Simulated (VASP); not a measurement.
Input of a VASP 6.6.1 run:

File INCAR:

```
ALGO = Normal ; EDIFF = 1E-6
ENCUT = 500 ; GGA = PE
GGA_COMPAT = F ; ISIF = 2
ISMEAR = 0 ; LASPH = T
LCHARG = T ; LELF = T
LREAL = F ; LVHAR = T
LWAVE = F ; NBANDS = 18
NELM = 120 ; PREC = Accurate
SIGMA = 0.2
```

The input KPOINTS:

```
k-points
0
Gamma
  5 5 5
```

The input POSCAR:

```
Si4B
1.0
   -3.2520286820      3.2520286820      1.5265630602
    3.2520286820     -3.2520286820      1.5265630602
    3.2520286820      3.2520286820     -1.5265630602
Si B
4 1
Direct
    0.7640307222      0.4994667193      0.2634974415
    0.4994667193      0.2359692778      0.7354359970
    0.2359692778      0.5005332807      0.7365025585
    0.5005332807      0.7640307222      0.2645640030
    0.0000000000      0.0000000000      0.0000000000
```

Potentials or basis: VASP PAW PBE potentials, release 64 (Si, B).

Run with:

```bash
$ cat potpaw_PBE.64/Si/POTCAR potpaw_PBE.64/B/POTCAR > POTCAR
$ mpirun -np 1 vasp_std > vasp.out
```

**Question.** What does it give for the largest force?

**Answer.** 0.009 eV/Å.

**Question.** Estimate the pressure.

**Answer.** 0.2 GPa.

Forces on the atoms (eV/Å):
```
Si   0.005  0.008  0.000
Si  -0.008  0.005  0.000
Si  -0.005 -0.008  0.000
Si   0.008 -0.005  0.000
B    0.000  0.000  0.000
```

Caveat: the k points lie up to 0.45 Å⁻¹ apart.
